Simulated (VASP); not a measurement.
# MgS (I4mm) in VASP: a series of runs

The runs below take MgS through single point, with PBEsol.

All numbers are computed with VASP 6.6.1; they aren't measurements. Logs are shortened: lines on timing, memory, paths and dates and some standing lists are left out, and cuts for length are marked.

## 1. The cell of the first run

The structure is tetragonal, space group I4mm (No. 107). Conventional cell: a = 3.679 Å, b = 3.679 Å, c = 5.203 Å, α = 90.00°, β = 90.00°, γ = 90.00°. Within 3.3 Å of Mg (site symmetry 4mm) lie 6 S at 2.50 to 2.70 Å. S (site symmetry 4mm) has 6 Mg at 2.50 to 2.70 Å within 3.3 Å.

## 2. Single point, PBEsol

Input file INCAR:

```
SYSTEM = MgS
PREC     = Accurate       ! precision mode
ENCUT    = 520            ! plane-wave cutoff, eV
EDIFF    = 1E-7           ! SCF threshold, eV
ISMEAR   = 0              ! smearing method
SIGMA    = 0.05           ! smearing width, eV
LREAL    = .False.        ! projectors in reciprocal space
LASPH    = .True.         ! aspherical terms in the spheres
NELM     = 100            ! most SCF steps
ALGO     = Normal         ! electronic algorithm
ISIF     = 2              ! what is computed and relaxed
LWAVE    = .False.        ! write WAVECAR
LCHARG   = .False.        ! write CHGCAR
GGA      = PS             ! functional
NBANDS   = 11             ! bands
```

Input file KPOINTS:

```
regular mesh
0
Gamma
  8 8 8
  0 0 0
```

Input file POSCAR:

```
MgS
1.0
    0.0000000000      2.6016500000      2.6016500000
    2.6016500000      0.0000000000      2.6016500000
    2.6016500000      2.6016500000      0.0000000000
Mg S
1 1
Direct
    0.0000000000      0.0000000000      0.0000000000
    0.5192185728      0.5192185728      0.4807814272
```

Potentials or basis: VASP PAW PBE potentials, release 64 (Mg, S).

Command:

```bash
cat potpaw_PBE.64/Mg/POTCAR potpaw_PBE.64/S/POTCAR > POTCAR
mpirun -np 1 vasp_std > vasp.out
```

OUTCAR:

```text
SYSTEM = MgS
   PREC = Accurate
   ENCUT = 520
   EDIFF = 1E-7
   ISMEAR = 0
   LREAL = .False.
   LASPH = .True.
   NELM = 100
   ISIF = 2
   GGA = PS

 ion  position               nearest neighbor table
   1  0.000  0.000  0.000-   2 2.50   2 2.60   2 2.60   2 2.60   2 2.60   2 2.70
   2  0.519  0.519  0.481-   1 2.50   1 2.60   1 2.60   1 2.60   1 2.60   1 2.70

  LATTYP: Found a face centered cubic cell.
 ALAT       =     5.2033000000

  Lattice vectors:

 A1 = (   0.0000000000,   2.6016500000,   2.6016500000)
 A2 = (   2.6016500000,   0.0000000000,   2.6016500000)
 A3 = (   2.6016500000,   2.6016500000,   0.0000000000)

Analysis of symmetry for initial positions (statically):
=====================================================================
 Subroutine PRICEL returns:
 Original cell was already a primitive cell.

 Routine SETGRP: Setting up the symmetry group for a
 face centered cubic supercell.

 Subroutine GETGRP returns: Found  8 space group operations
 (whereof  8 operations were pure point group operations)
 out of a pool of 48 trial point group operations.

The static configuration has the point symmetry C_4v.

Analysis of symmetry for dynamics (positions and initial velocities):
=====================================================================
 Subroutine PRICEL returns:
 Original cell was already a primitive cell.

 Routine SETGRP: Setting up the symmetry group for a
 face centered cubic supercell.

 Subroutine GETGRP returns: Found  8 space group operations
 (whereof  8 operations were pure point group operations)
 out of a pool of 48 trial point group operations.

The dynamic configuration has the point symmetry C_4v.

 Subroutine INISYM returns: Found  8 space group operations
 (whereof  8 operations are pure point group operations),
 and found     1 'primitive' translations

----------------------------------------------------------------------------------------

                                     Primitive cell

  volume of cell :      35.2190

  direct lattice vectors                    reciprocal lattice vectors
     0.000000000  2.601650000  2.601650000    -0.192185728  0.192185728  0.192185728
     2.601650000  0.000000000  2.601650000     0.192185728 -0.192185728  0.192185728
     2.601650000  2.601650000  0.000000000     0.192185728  0.192185728 -0.192185728

  length of vectors
     3.679288715  3.679288715  3.679288715     0.332875446  0.332875446  0.332875446

  position of ions in fractional coordinates (direct lattice)
     0.000000000  0.000000000  0.000000000
     0.519218573  0.519218573  0.480781427

  ion indices of the primitive-cell ions
   primitive index   ion index
                 1           1
                 2           2

----------------------------------------------------------------------------------------

 KPOINTS: regular mesh

Automatic generation of k-mesh.
 Grid dimensions read from file:
 generate k-points for:    8    8    8

 Generating k-lattice:

  Cartesian coordinates                     Fractional coordinates (reciprocal lattice)
    -0.024023216  0.024023216  0.024023216     0.125000000  0.000000000  0.000000000
     0.024023216 -0.024023216  0.024023216     0.000000000  0.125000000  0.000000000
     0.024023216  0.024023216 -0.024023216     0.000000000  0.000000000  0.125000000

  Length of vectors
     0.041609431  0.041609431  0.041609431

  Shift w.r.t. Gamma in fractional coordinates (k-lattice)
     0.000000000  0.000000000  0.000000000

 Subroutine IBZKPT returns following result:
 ===========================================

 Found     59 irreducible k-points:

 Following reciprocal coordinates:
            Coordinates               Weight
  0.000000  0.000000  0.000000      1.000000
  0.125000  0.000000  0.000000      8.000000
  0.250000  0.000000  0.000000      8.000000
  0.375000  0.000000  0.000000      8.000000
  0.500000  0.000000  0.000000      4.000000
  0.125000  0.125000  0.000000      2.000000
[... 16 lines left out ...]
  0.000000  0.375000  0.250000     16.000000
  0.500000  0.250000  0.000000      8.000000
 [... further k-points ...]
   k-points           NKPTS =     59   k-points in BZ     NKDIM =     59   number of bands    NBANDS=     11
   number of dos      NEDOS =    301   number of ions     NIONS =      2
   total plane-waves  NPLWV =  21952
   dimension x,y,z NGX =    28 NGY =   28 NGZ =   28
   dimension x,y,z NGXF=    56 NGYF=   56 NGZF=   56
   ions per type =               1   1
   NGX,Y,Z   is equivalent  to a cutoff of  12.65, 12.65, 12.65 a.u.
   NGXF,Y,Z  is equivalent  to a cutoff of  25.30, 25.30, 25.30 a.u.
 SYSTEM =  MgS
   PREC   = accura    normal or accurate (medium, high low for compatibility)
   ISTART =      0    job   : 0-new  1-cont  2-samecut
   ICHARG =      2    charge: 1-file 2-atom 10-const
   ISPIN  =      1    spin polarized calculation?
   LNONCOLLINEAR =      F non collinear calculations
   LSORBIT =      F    spin-orbit coupling
   LASPH  =      T    aspherical Exc in radial PAW
   ENCUT  =  520.0 eV  38.22 Ry    6.18 a.u.   6.84  6.84  6.84*2*pi/ulx,y,z
   NELM   =    100;   NELMIN=  2; NELMDL= -5     # of ELM steps
   EDIFF  = 0.1E-06   stopping-criterion for ELM
   LREAL  =      F    real-space projection
   EDIFFG = 0.1E-05   stopping-criterion for IOM
   NSW    =      0    number of steps for IOM
   IBRION =     -1    ionic relax: 0-MD 1-quasi-New 2-CG
   NFREE  =      0    steps in history (QN), initial steepest desc. (CG)
   ISIF   =      2    stress and relaxation
   ISYM   =      2    0-nonsym 1-usesym 2-fastsym
   POTIM  = 0.5000    time-step for ionic-motion
   TEBEG  =    0.0;   TEEND  =   0.0 temperature during run
   PSTRESS=    0.0 pullay stress
   NELECT =       8.0000    total number of electrons
   NUPDOWN=      -1.0000    fix difference up-down
   EMIN   =  10.00;   EMAX   =-10.00  energy-range for DOS
   EFERMI =   0.00;   METHOD = LEGACY
   ISMEAR =     0;   SIGMA  =   0.05  broadening in eV -4-tet -1-fermi 0-gaus
   EFERMI_NEDOS =   21; number of points for ismear=-14 and -15
   IALGO  =     38    algorithm
   IMIX   =      4    mixing-type and parameters
     AMIX     =   0.40;   BMIX     =  1.00
     AMIX_MAG =   1.60;   BMIX_MAG =  1.00
  volume/ion in A,a.u.               =      17.61       118.83
  Fermi-wavevector in a.u.,A,eV,Ry     =   0.998878  1.887606 13.575323  0.997758
  Thomas-Fermi vector in A             =   2.131131
   LORBIT       =      0    0 simple, 1 ext, 2 COOP (PROOUT), +10 PAW based schemes
   GGA     = PS    functional components
   LHFCALC =     F    Hartree Fock is set to
   AEXX    =    0.0000 exact exchange contribution
   IVDW    =     0    specifies the selected vdW correction
   LEPSILON=     F    determine dielectric tensor
   LRPA    =     F    only Hartree local field effects (RPA)
 non-spin polarized calculation
 Gauss-broadening in eV      SIGMA  =   0.05
  energy-cutoff  :      520.00
  volume of cell :       35.22
 maximum number of plane-waves:       960
   NGX = 13   NGY = 13   NGZ = 13

 number of electron       8.0000000 magnetization

 Free energy of the ion-electron system (eV)
  ---------------------------------------------------
  ext. energy  EPLUGINS =         0.00000000
  ---------------------------------------------------
  free energy    TOTEN  =        -9.05896152 eV

  energy without entropy =       -9.05896152  energy(sigma->0) =       -9.05896152

 E-fermi :   3.9315     XC(G=0):  -9.8341

 val. band max:        3.6735496022   @ k =   0.0000   0.0000   0.0000
 cond. band min:       6.3799399817   @ k =   0.0000   0.5000   0.5000
 fundamental gap:      2.7063903795
 Fermi energy:         3.9315301953

 k-point     1 :       0.0000    0.0000    0.0000
  band No.  band energies     occupation
      1      -9.0112      2.00000
      2       3.6567      2.00000
      3       3.6735      2.00000
      4       3.6735      2.00000
      5       7.2644      0.00000
      6      11.5239      0.00000
      7      11.5239      0.00000
      8      11.5405      0.00000
      9      13.9923      0.00000
     10      14.0195      0.00000
     11      15.9518      0.00000

 k-point     2 :       0.1250    0.0000    0.0000
  band No.  band energies     occupation
      1      -8.8586      2.00000
      2       2.5998      2.00000
      3       3.5608      2.00000
      4       3.5709      2.00000
      5       8.0744      0.00000
      6      11.1903      0.00000
      7      11.7760      0.00000
      8      11.7908      0.00000
      9      13.3370      0.00000
     10      13.3659      0.00000
     11      16.2339      0.00000

 k-point     3 :       0.2500    0.0000    0.0000
  band No.  band energies     occupation
      1      -8.4453      2.00000
      2       0.8232      2.00000
      3       3.3378      2.00000
      4       3.3474      2.00000
      5       8.5019      0.00000
      6      11.4147      0.00000
      7      11.4184      0.00000
      8      11.8812      0.00000
      9      13.8871      0.00000
     10      13.9148      0.00000
     11      15.4321      0.00000

 k-point     4 :       0.3750    0.0000    0.0000
  band No.  band energies     occupation
      1      -7.9394      2.00000
      2      -0.6336      2.00000
      3       3.1418      2.00000
      4       3.1512      2.00000
      5       8.2162      0.00000
      6      10.7501      0.00000
      7      10.7618      0.00000
      8      13.3657      0.00000
      9      15.0946      0.00000
     10      15.8466      0.00000
     11      15.8827      0.00000

 k-point     5 :       0.5000    0.0000    0.0000
  band No.  band energies     occupation
      1      -7.6874      2.00000
      2      -1.2187      2.00000
      3       3.0669      2.00000
      4       3.0762      2.00000
      5       8.0741      0.00000
      6      10.5031      0.00000
      7      10.5154      0.00000
      8      13.7188      0.00000
      9      15.6486      0.00000
     10      17.9989      0.00000
     11      18.0751      0.00000
[... 211 lines left out ...]
 k-point    21 :       0.0000    0.2500    0.2500
  band No.  band energies     occupation
      1      -8.2672      2.00000
      2       1.0828      2.00000
      3       2.6785      2.00000
      4       2.6886      2.00000
      5       8.6107      0.00000
      6       9.1519      0.00000
      7      11.7910      0.00000
      8      13.7685      0.00000
      9      13.7976      0.00000
     10      15.0243      0.00000
     11      18.8892      0.00000

 k-point    22 :       0.3750    0.2500    0.0000
  band No.  band energies     occupation
      1      -7.8781      2.00000
      2       0.2223      2.00000
      3       2.1703      2.00000
      4       2.4567      2.00000
      5       8.0725      0.00000
      6       9.2343      0.00000
      7      12.1850      0.00000
      8      13.4462      0.00000
      9      15.2765      0.00000
     10      16.6484      0.00000
     11      19.1289      0.00000

 k-point    23 :       0.0000    0.3750    0.2500
  band No.  band energies     occupation
      1      -7.8783      2.00000
      2       0.2259      2.00000
      3       2.1687      2.00000
      4       2.4528      2.00000
      5       8.0756      0.00000
      6       9.2245      0.00000
      7      12.1805      0.00000
      8      13.4526      0.00000
      9      15.2771      0.00000
     10      16.6615      0.00000
     11      19.1177      0.00000

 k-point    24 :       0.5000    0.2500    0.0000
  band No.  band energies     occupation
      1      -7.5199      2.00000
      2      -0.4262      2.00000
      3       1.4250      2.00000
      4       2.4516      2.00000
      5       7.9919      0.00000
      6      10.3257      0.00000
      7      12.3642      0.00000
      8      12.5926      0.00000
      9      16.2246      0.00000
     10      18.2115      0.00000
     11      19.1031      0.00000

 [... further k-points ...]
[... 5 lines left out ...]
  --------------------------------------------------------------------------------------
  -------------------------------------------------------------------------------------
  Total       -0.2667126     -0.2667126      0.0037809      0.0000000      0.0000000      0.0000000
  in kB      -12.1332621    -12.1332621      0.1720001      0.0000000      0.0000000      0.0000000
  external PRESSURE =      -8.0315081 kB  Pullay stress =       0.0000000 kB

 VOLUME and BASIS-vectors are now :
 -----------------------------------------------------------------------------
  energy-cutoff  :      520.00
  volume of cell :       35.22
      direct lattice vectors                 reciprocal lattice vectors
     0.000000000  2.601650000  2.601650000    -0.192185728  0.192185728  0.192185728
     2.601650000  0.000000000  2.601650000     0.192185728 -0.192185728  0.192185728
     2.601650000  2.601650000  0.000000000     0.192185728  0.192185728 -0.192185728

 POSITION                                       TOTAL-FORCE (eV/Angst)
 -----------------------------------------------------------------------------------
      0.00000      0.00000      0.00000         0.000000      0.000000      0.296363
      2.60165      2.60165      2.70165         0.000000      0.000000     -0.296363
 -----------------------------------------------------------------------------------
    total drift:                                0.000000      0.000000      0.000047

  FREE ENERGIE OF THE ION-ELECTRON SYSTEM (eV)
  ---------------------------------------------------
  free  energy   TOTEN  =        -9.0589615200 eV

  energy  without entropy=       -9.0589615200  energy(sigma->0) =       -9.05896152
```

Wall time 50 s (1 thread of AMD EPYC 7R13, shared host); peak memory 0.14 GiB.

Results:

```
Free energy            : -9.0590 eV
Pressure               : -0.8 GPa
Largest force          : 0.296 eV/Å
Band gap on the k mesh : 2.71 eV, indirect (least direct gap 3.59 eV)
```

Forces in eV/Å, atoms in the order of the input:
```
Mg   0.000  0.000  0.296
S    0.000  0.000 -0.296
```

Caveat: the cell differs from its parent crystal (all S atoms moved -0.100 Å, as atom 2 towards its neighbour atom 1 (Mg) at 2.602 Å); the PAW data sets were made with another functional, which shifts forces and pressure a little.

## 3. Single point, PBEsol

Input file INCAR:

```
PREC = Accurate ; ENCUT = 520
EDIFF = 1E-6 ; ISMEAR = 0
SIGMA = 0.05 ; LREAL = False
LASPH = True ; NELM = 100
ALGO = Normal ; ISIF = 2
LWAVE = False ; LCHARG = True
GGA = PS ; LELF = True
LVHAR = True ; NBANDS = 11
```

Input file KPOINTS:

```
Automatic mesh
0
Gamma
  8 8 8
```

Edit POSCAR of step 2 so:

```diff
@@ -9,2 +9,2 @@
     0.0000000000      0.0000000000      0.0000000000
-    0.5192185728      0.5192185728      0.4807814272
+    0.4903907136      0.4903907136      0.5096092864
```

Potentials or basis: VASP PAW PBE potentials, release 64 (Mg, S).

Command:

```bash
cat potpaw_PBE.64/Mg/POTCAR potpaw_PBE.64/S/POTCAR > POTCAR
mpirun -np 1 vasp_std > vasp.out
```

It took 43 s on 1 thread of AMD EPYC 7R13, shared host; peak memory 0.14 GiB.

It converged, with:

* Free energy: -9.0698 eV
* Pressure: -1.1 GPa
* Largest force: 0.142 eV/Å
* Band gap on the k mesh: 2.70 eV, indirect (least direct gap 3.59 eV)

Forces in eV/Å, atoms in the order of the input:
```
Mg   0.000  0.000 -0.142
S    0.000  0.000  0.142
```

Stress tensor (GPa, compression positive):
```
-1.16  0.00  0.00
 0.00 -1.16  0.00
 0.00  0.00 -0.85
```

Levels at points of the mesh, in eV from the valence-band top:
```
           k point  band 1  band 2  band 3  band 4  band 5  band 6  band 7  band 8
(0.00, 0.00, 0.00)  -12.68    0.00    0.00    0.00    3.59    7.85    7.85    7.86
(0.50, 0.00, 0.00)  -11.36   -4.89   -0.60   -0.60    4.40    6.83    6.83   10.06
(0.50, 0.50, 0.00)  -10.98   -4.26   -1.71   -1.71    2.71    4.24   11.87   12.83
(0.00, 0.50, 0.50)  -10.98   -4.26   -1.71   -1.71    2.70    4.24   11.87   12.82
```

Caveat: the cell differs from its parent crystal (all S atoms moved +0.050 Å, as atom 2 towards its neighbour atom 1 (Mg) at 2.602 Å); the PAW data sets were made with another functional, which shifts forces and pressure a little. A k mesh can miss the band edges.

## 4. Single point, PBEsol

Input file INCAR:

```
  PREC = Accurate
  ENCUT = 520
  EDIFF = 1E-6
  ISMEAR = 0
  SIGMA = 0.05
  LREAL = False
  LASPH = True
  NELM = 60
  ALGO = Normal
  ISIF = 2
  LWAVE = False
  LCHARG = False
  GGA = PS
  NBANDS = 11
```

Input file KPOINTS:

```
regular mesh
0
Gamma
  8 8 8
```

Edit POSCAR of step 3 so:

```diff
@@ -9,2 +9,2 @@
     0.0000000000      0.0000000000      0.0000000000
-    0.4903907136      0.4903907136      0.5096092864
+    0.4759767840      0.4759767840      0.5240232160
```

Command:

```bash
cat potpaw_PBE.64/Mg/POTCAR potpaw_PBE.64/S/POTCAR > POTCAR
mpirun -np 1 vasp_std > vasp.out
```

Run time: 42 s. Hardware: 1 thread of AMD EPYC 7R13, shared host; peak memory 0.14 GiB.

It converged, with:

```yaml
Free_energy: -9.0505 eV
Pressure: -0.6 GPa
Largest_force: 0.382 eV/Å
Band_gap_on_the_k_mesh: 2.71 eV, indirect (least direct gap 3.59 eV)
```

Forces on the atoms (eV/Å):
```
Mg   0.000  0.000 -0.382
S    0.000  0.000  0.382
```

Stress tensor (GPa, compression positive):
```
-1.26  0.00  0.00
 0.00 -1.26  0.00
 0.00  0.00  0.67
```

Levels at points of the mesh, in eV from the valence-band top:
```tsv
k point	band 1	band 2	band 3	band 4	band 5	band 6	band 7	band 8	band 9
(0.00, 0.00, 0.00)	-12.69	-0.03	0.00	0.00	3.59	7.85	7.85	7.87	10.32
(0.50, 0.00, 0.00)	-11.36	-4.89	-0.61	-0.60	4.40	6.83	6.85	10.03	11.98
(0.50, 0.50, 0.00)	-10.98	-4.26	-1.71	-1.71	2.71	4.25	11.84	12.85	13.27
(0.00, 0.50, 0.50)	-10.98	-4.26	-1.72	-1.71	2.71	4.24	11.87	12.81	13.27
```

Caveat: the cell differs from its parent crystal (all S atoms moved +0.125 Å, as atom 2 towards its neighbour atom 1 (Mg) at 2.602 Å); the PAW data sets were made with another functional, which shifts forces and pressure a little.
